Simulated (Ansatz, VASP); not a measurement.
# Au in VASP and in Ansatz

```
Au
1.0
     2.90963    0.00000    0.00000
    -1.45482    2.51982    0.00000
     0.00000    0.00000    4.89621
Au
2
Direct
  0.33333 0.66667 0.75000
  0.66667 0.33333 0.25000
```

Alike in both runs: task single point; functional PBEsol; k mesh 11 × 11 × 6; occupations methfessel-paxton of order 1, width 0.15 eV; no spin polarisation.

|  | VASP | Ansatz |
| --- | --- | --- |
| version | VASP 6.6.1 | Ansatz 0.2.0 |
| potentials or method | VASP PAW PBE potentials, release 64 (Au), cutoff 520 eV | plane waves, PAW |
| valence electrons in the cell | 22 | 38 |

|  | VASP | Ansatz | Ansatz less VASP |
| --- | --- | --- | --- |
| pressure (GPa) | -7.9 | -7.7 | +0.23 |
| traceless stress, the component that is largest in VASP (GPa) | -0.25 | -0.25 | -0.003 |

VASP's potentials were made for PBE, not for PBEsol. VASP's potentials hold 22 valence electrons a cell and Ansatz's 38, so a difference there can come from the potentials and not from the codes.

Spin-orbit coupling is off throughout.
